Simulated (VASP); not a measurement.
# Bi (P6/mmm) in VASP: a series of runs, part 3 of 3

VASP 6.6.1.

## 4. Density of states, LDA

The input, POSCAR:

```
Bi
1.0
    3.4343540751      0.0000000000      0.0000000000
   -1.7171770375      2.9742378746      0.0000000000
    0.0000000000      0.0000000000      3.3036471274
Bi
1
Direct
    0.0000000000      0.0000000000      0.5000000000
```

The input, INCAR.step1:

```
SYSTEM = Bi
PREC     = Accurate       ! precision mode
ENCUT    = 520            ! plane-wave cutoff, eV
EDIFF    = 1E-6           ! SCF threshold, eV
ISMEAR   = 0              ! smearing method
SIGMA    = 0.1            ! smearing width, eV
LREAL    = .FALSE.        ! projectors in reciprocal space
LASPH    = .TRUE.         ! aspherical terms in the spheres
NELM     = 80             ! most SCF steps
ALGO     = Fast           ! electronic algorithm
ISIF     = 2              ! what is computed and relaxed
LWAVE    = .FALSE.        ! write WAVECAR
LCHARG   = .TRUE.         ! write CHGCAR
NBANDS   = 14             ! bands
```

The input, KPOINTS.step1:

```
Automatic mesh
0
G
  18 18 16
  0 0 0
```

The input, INCAR.step2:

```
SYSTEM = Bi
PREC     = Accurate       ! precision mode
ENCUT    = 520            ! plane-wave cutoff, eV
EDIFF    = 1E-6           ! SCF threshold, eV
ISMEAR   = -5             ! smearing method
SIGMA    = 0.1            ! smearing width, eV
LREAL    = .FALSE.        ! projectors in reciprocal space
LASPH    = .TRUE.         ! aspherical terms in the spheres
NELM     = 80             ! most SCF steps
ALGO     = Fast           ! electronic algorithm
ISIF     = 2              ! what is computed and relaxed
LWAVE    = .FALSE.        ! write WAVECAR
LCHARG   = .FALSE.        ! write CHGCAR
LORBIT   = 11             ! projections on sites
NBANDS   = 14             ! bands
NEDOS    = 2001           ! points of the DOS
ICHARG   = 11             ! starting density
```

The input, KPOINTS.step2:

```
Automatic mesh
0
G
  27 27 24
  0 0 0
```

Potentials or basis: VASP PAW LDA potentials, release 64 (Bi_d).

On the command line:

```bash
$ cat potpaw_LDA.64/Bi_d/POTCAR > POTCAR
$ cp INCAR.step1 INCAR
$ cp KPOINTS.step1 KPOINTS
$ mpirun -np 1 vasp_std > vasp.out
$ cp INCAR.step2 INCAR
$ cp KPOINTS.step2 KPOINTS
$ mpirun -np 1 vasp_std > vasp.out
```

OUTCAR:

```text
SYSTEM = Bi
   PREC = Accurate
   ENCUT = 520
   EDIFF = 1E-6
   ISMEAR = -5
   LREAL = .FALSE.
   LASPH = .TRUE.
   NELM = 80
   ISIF = 2
   LORBIT = 11
   ICHARG = 11

 ion  position               nearest neighbor table
   1  0.000  0.000  0.500-

  LATTYP: Found a hexagonal cell.
 ALAT       =     3.4343540751
 C/A-ratio  =     0.9619413302

  Lattice vectors:

 A1 = (   3.4343540751,   0.0000000000,   0.0000000000)
 A2 = (  -1.7171770375,   2.9742378746,   0.0000000000)
 A3 = (   0.0000000000,   0.0000000000,   3.3036471274)

Analysis of symmetry for initial positions (statically):
=====================================================================
 Subroutine PRICEL returns:
 Original cell was already a primitive cell.

 Routine SETGRP: Setting up the symmetry group for a
 hexagonal supercell.

 Subroutine GETGRP returns: Found 24 space group operations
 (whereof 24 operations were pure point group operations)
 out of a pool of 24 trial point group operations.

The static configuration has the point symmetry D_6h.

Analysis of symmetry for dynamics (positions and initial velocities):
=====================================================================
 Subroutine PRICEL returns:
 Original cell was already a primitive cell.

 Routine SETGRP: Setting up the symmetry group for a
 hexagonal supercell.

 Subroutine GETGRP returns: Found 24 space group operations
 (whereof 24 operations were pure point group operations)
 out of a pool of 24 trial point group operations.

The dynamic configuration has the point symmetry D_6h.

 Subroutine INISYM returns: Found 24 space group operations
 (whereof 24 operations are pure point group operations),
 and found     1 'primitive' translations

----------------------------------------------------------------------------------------

                                     Primitive cell

  volume of cell :      33.7454

  direct lattice vectors                    reciprocal lattice vectors
     3.434354075  0.000000000  0.000000000     0.291175568  0.168110293  0.000000000
    -1.717177037  2.974237875  0.000000000     0.000000000  0.336220586  0.000000000
     0.000000000  0.000000000  3.303647127     0.000000000  0.000000000  0.302695767

  length of vectors
     3.434354075  3.434354075  3.303647127     0.336220586  0.336220586  0.302695767

  position of ions in fractional coordinates (direct lattice)
     0.000000000  0.000000000  0.500000000

  ion indices of the primitive-cell ions
   primitive index   ion index
                 1           1

----------------------------------------------------------------------------------------

 KPOINTS: Automatic mesh

Automatic generation of k-mesh.
 Grid dimensions read from file:
 generate k-points for:   27   27   24

 Generating k-lattice:

  Cartesian coordinates                     Fractional coordinates (reciprocal lattice)
     0.010784280  0.006226307  0.000000000     0.037037037  0.000000000  0.000000000
     0.000000000  0.012452614  0.000000000     0.000000000  0.037037037  0.000000000
     0.000000000  0.000000000  0.012612324     0.000000000  0.000000000  0.041666667

  Length of vectors
     0.012452614  0.012452614  0.012612324

  Shift w.r.t. Gamma in fractional coordinates (k-lattice)
     0.000000000  0.000000000  0.000000000

 TETIRR: Found  17736 inequivalent tetrahedra from   104976

 Subroutine IBZKPT returns following result:
 ===========================================

 Found    975 irreducible k-points:

 Following reciprocal coordinates:
            Coordinates               Weight
  0.000000  0.000000  0.000000      1.000000
  0.037037  0.000000  0.000000      6.000000
  0.074074  0.000000  0.000000      6.000000
  0.111111  0.000000  0.000000      6.000000
  0.148148  0.000000  0.000000      6.000000
  0.185185  0.000000  0.000000      6.000000
[... 16 lines left out ...]
  0.333333  0.037037  0.000000     12.000000
  0.370370  0.037037  0.000000     12.000000
 [... further k-points ...]
   k-points           NKPTS =    975   k-points in BZ     NKDIM =    975   number of bands    NBANDS=     14
   number of dos      NEDOS =   2001   number of ions     NIONS =      1
   total plane-waves  NPLWV =  21952
   dimension x,y,z NGX =    28 NGY =   28 NGZ =   28
   dimension x,y,z NGXF=    56 NGYF=   56 NGZF=   56
   ions per type =               1
   NGX,Y,Z   is equivalent  to a cutoff of  13.55, 13.55, 14.09 a.u.
   NGXF,Y,Z  is equivalent  to a cutoff of  27.11, 27.11, 28.18 a.u.
 SYSTEM =  Bi
   PREC   = accura    normal or accurate (medium, high low for compatibility)
   ISTART =      0    job   : 0-new  1-cont  2-samecut
   ICHARG =     11    charge: 1-file 2-atom 10-const
   ISPIN  =      1    spin polarized calculation?
   LNONCOLLINEAR =      F non collinear calculations
   LSORBIT =      F    spin-orbit coupling
   LASPH  =      T    aspherical Exc in radial PAW
   ENCUT  =  520.0 eV  38.22 Ry    6.18 a.u.   6.39  6.39  6.14*2*pi/ulx,y,z
   NELM   =     80;   NELMIN=  2; NELMDL=  0     # of ELM steps
   EDIFF  = 0.1E-05   stopping-criterion for ELM
   LREAL  =      F    real-space projection
   EDIFFG = 0.1E-04   stopping-criterion for IOM
   NSW    =      0    number of steps for IOM
   IBRION =     -1    ionic relax: 0-MD 1-quasi-New 2-CG
   NFREE  =      0    steps in history (QN), initial steepest desc. (CG)
   ISIF   =      2    stress and relaxation
   ISYM   =      2    0-nonsym 1-usesym 2-fastsym
   POTIM  = 0.5000    time-step for ionic-motion
   TEBEG  =    0.0;   TEEND  =   0.0 temperature during run
   PSTRESS=    0.0 pullay stress
   NELECT =      15.0000    total number of electrons
   NUPDOWN=      -1.0000    fix difference up-down
   EMIN   =  10.00;   EMAX   =-10.00  energy-range for DOS
   EFERMI =   0.00;   METHOD = LEGACY
   ISMEAR =    -5;   SIGMA  =   0.10  broadening in eV -4-tet -1-fermi 0-gaus
   EFERMI_NEDOS =   21; number of points for ismear=-14 and -15
   IALGO  =     68    algorithm
   IMIX   =      4    mixing-type and parameters
     AMIX     =   0.40;   BMIX     =  1.00
     AMIX_MAG =   1.60;   BMIX_MAG =  1.00
  volume/ion in A,a.u.               =      33.75       227.73
  Fermi-wavevector in a.u.,A,eV,Ry     =   1.249397  2.361018 21.238596  1.560993
  Thomas-Fermi vector in A             =   2.383439
   LORBIT       =     11    0 simple, 1 ext, 2 COOP (PROOUT), +10 PAW based schemes
   GGA     = CA    functional components
   LHFCALC =     F    Hartree Fock is set to
   AEXX    =    0.0000 exact exchange contribution
   IVDW    =     0    specifies the selected vdW correction
   LEPSILON=     F    determine dielectric tensor
   LRPA    =     F    only Hartree local field effects (RPA)
 non-spin polarized calculation
 RMM-DIIS sequential band-by-band and
 Fermi weights with tetrahedron method with Bloechl corrections
  energy-cutoff  :      520.00
  volume of cell :       33.75
 maximum number of plane-waves:       930
 NGX is ok and might be reduce to    28

 number of electron      15.0000003 magnetization

 Free energy of the ion-electron system (eV)
  ---------------------------------------------------
  ext. energy  EPLUGINS =         0.00000000
  ---------------------------------------------------
  free energy    TOTEN  =        -4.49131484 eV

  energy without entropy =       -4.49131484  energy(sigma->0) =       -4.49131484

 E-fermi :   6.6433     XC(G=0): -10.0795

 val. band max:        6.7293477453   @ k =   0.2593   0.1852   0.2500
 cond. band min:       6.5468988024   @ k =   0.1481   0.1481   0.2083
 fundamental gap:     -0.1824489429
 Fermi energy:         6.6433182852

 k-point     1 :       0.0000    0.0000    0.0000
  band No.  band energies     occupation
      1     -16.3232      2.00000
      2     -16.2170      2.00000
      3     -16.2170      2.00000
      4     -16.0492      2.00000
      5     -16.0492      2.00000
      6      -6.5311      2.00000
      7       9.2723      0.00000
      8      10.9246      0.00000
      9      10.9246      0.00000
     10      13.1863      0.00000
     11      15.2085      0.00000
     12      16.2034      0.00000
     13      17.4347      0.00000
     14      17.4347      0.00000
[... 375 lines left out ...]
 k-point    24 :       0.3704    0.0370    0.0000
  band No.  band energies     occupation
      1     -16.2979      2.00000
      2     -16.1809      2.00000
      3     -16.1091      2.00000
      4     -16.0664      2.00000
      5     -16.0646      2.00000
      6      -4.5107      2.00000
      7       2.6918      2.00000
      8       8.1842      0.00000
      9      11.3695      0.00000
     10      12.8426      0.00000
     11      15.4800      0.00000
     12      18.6366      0.00000
     13      19.3050      0.00000
     14      22.2455      0.00000

 [... further k-points ...]
[... 5 lines left out ...]
  --------------------------------------------------------------------------------------
  -------------------------------------------------------------------------------------
  Total       -0.7657161     -0.7657161     -0.7958736     -0.0000000      0.0000000      0.0000000
  in kB      -36.3549809    -36.3549809    -37.7868133     -0.0000000      0.0000000      0.0000000
  external PRESSURE =     -36.8322583 kB  Pullay stress =       0.0000000 kB

 VOLUME and BASIS-vectors are now :
 -----------------------------------------------------------------------------
  energy-cutoff  :      520.00
  volume of cell :       33.75
      direct lattice vectors                 reciprocal lattice vectors
     3.434354075  0.000000000  0.000000000     0.291175568  0.168110293  0.000000000
    -1.717177037  2.974237875  0.000000000     0.000000000  0.336220586  0.000000000
     0.000000000  0.000000000  3.303647127     0.000000000  0.000000000  0.302695767

 POSITION                                       TOTAL-FORCE (eV/Angst)
 -----------------------------------------------------------------------------------
      0.00000      0.00000      1.65182         0.000000      0.000000      0.000000
 -----------------------------------------------------------------------------------
    total drift:                               -0.000000      0.000000      0.000000

  FREE ENERGIE OF THE ION-ELECTRON SYSTEM (eV)
  ---------------------------------------------------
  free  energy   TOTEN  =        -4.4913148441 eV

  energy  without entropy=       -4.4913148441  energy(sigma->0) =       -4.49131484

 total charge

# of ion       s       p       d       tot
------------------------------------------
    1        1.552   1.286   9.911  12.750
```

It took 4.5 min on 1 thread of Intel Xeon Platinum 8488C (Sapphire Rapids), shared host; peak memory 0.51 GiB.

Results:

| Quantity | Value |
| --- | --- |
| Valence electrons inside the program's atomic spheres | Bi 12.75 |

Caveat: spin-orbit coupling is left out, which moves the levels of the heavy elements; tetrahedron occupations give inexact forces and stress in metals.
